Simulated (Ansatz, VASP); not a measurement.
Sb: VASP beside Ansatz

```
Sb
1.0
     3.16000    0.00000    0.00000
     0.00000    3.16000    0.00000
     0.00000    0.00000    3.16000
Sb
1
Direct
  0.00000 0.00000 0.00000
```

Alike in both runs: functional PBE; k mesh 8 × 8 × 8; occupations methfessel-paxton of order 1, width 0.1 eV; no spin polarisation.

|  | VASP | Ansatz |
| --- | --- | --- |
| version | VASP 6.6.1 | Ansatz 0.2.0 |
| potentials or method | VASP PAW PBE potentials, release 64 (Sb) | Ansatz PAW |
| plane-wave cutoff (eV) | 500 | 420 |
| valence electrons in the cell | 5 | 15 |
| task | single point | density of states |

|  | VASP | Ansatz | Ansatz less VASP |
| --- | --- | --- | --- |
| gap on the k mesh at the Fermi level (eV) | none | none | - |
| pressure (GPa) | -2.3 | -2.3 | +0.04 |

A gap of «none» marks a metal or a gap that the smearing closes. The functional is the same, so the differences come from potentials, cutoffs and numerics. VASP's potentials hold 5 valence electrons a cell and Ansatz's 15, so a difference there can come from the potentials and not from the codes.

Spin-orbit coupling is off throughout.
